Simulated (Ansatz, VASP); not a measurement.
One calculation of C, two programs

```
C
1.0
     0.00000    1.77690    1.77690
     1.77690    0.00000    1.77690
     1.77690    1.77690    0.00000
C
2
Cartesian
  0.0000 0.0000 0.0000
  0.8885 0.8885 0.8885
```

Alike in both runs: functional PBEsol; k mesh 12 × 12 × 12; occupations gaussian, width 0.02 eV; no spin polarisation.

Ansatz relaxed the structure, and its values are those at the end. VASP's run is a single point on that final structure, the one shown.

```csv
,VASP,Ansatz
version,VASP 6.6.1,Ansatz 0.2.0
potentials or method,"VASP PAW PBE potentials, release 64 (C), cutoff 520 eV","scalar-relativistic, plane waves, PAW"
valence electrons in the cell,8,8
```

VASP gave:

| Quantity | Value |
| --- | --- |
| gap on the k mesh at the Fermi level (eV) | 4.06 |
| least direct gap on the mesh (eV) | 5.57 |
| pressure (GPa) | 1.1 |

Problem. What did Ansatz give for the same quantities?

Solution. gap on the k mesh at the Fermi level (eV): 4.07; least direct gap on the mesh (eV): 5.57; pressure (GPa): 0.0.

VASP's potentials were made for PBE, not for PBEsol. The functional is the same, so the differences come from potentials, cutoffs and numerics.
